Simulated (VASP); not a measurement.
Set up this calculation in VASP 6.6.1, as the native input.

| Quantity | Value |
| --- | --- |
| Task | single point |
| Functional | revPBE |
| Potentials or basis | VASP PAW PBE potentials, release 64 (Bi_d) |
| Cutoff | 520 eV |
| k mesh | 9 × 9 × 9 |
| Occupations | fermi-dirac, width 0.1 eV |
| Spin | no spin polarisation |
| Dipole correction | no |
| Further INCAR settings | ALGO = Normal; EDIFF = 1e-06; NBANDS = 22 |

The structure of Bi lies in POSCAR:

```
Bi
1.0
    0.0000000000      3.5768036389      3.5768036389
    3.5768036389      0.0000000000      3.5768036389
    3.5768036389      3.5768036389      0.0000000000
Bi
2
Direct
    0.1250000000      0.1250000000      0.1250000000
    0.8750000000      0.8750000000      0.8750000000
```

This isn't the form of Bi at room conditions, which is rhombohedral.

The input as run:

INCAR

```
SYSTEM = Bi
PREC = Accurate
ENCUT = 520
EDIFF = 1E-6
ISMEAR = -1
SIGMA = 0.1
LREAL = .False.
LASPH = .True.
NELM = 80
ALGO = Normal
ISIF = 2
LWAVE = .False.
LCHARG = .False.
GGA = RE
NBANDS = 22
```

KPOINTS

```
Automatic mesh
0
Gamma
  9 9 9
  0 0 0
```

Potentials or basis: VASP PAW PBE potentials, release 64 (Bi_d).

Launch:

```console
$ cat potpaw_PBE.64/Bi_d/POTCAR > POTCAR
$ mpirun -np 1 vasp_std > vasp.out
```

It gave:

| Quantity | Value |
| --- | --- |
| Pressure | 2.6 GPa |
| Band gap on the k mesh | zero (bands 15 and 16 overlap by 0.65 eV) |

Caveat: the PAW data sets were made with another functional, which shifts forces and pressure a little; spin-orbit coupling is left out, which moves the levels of the heavy elements.

It took 110 s on 1 thread of Intel Xeon 8259CL, on a shared host, peak memory 0.26 GiB.
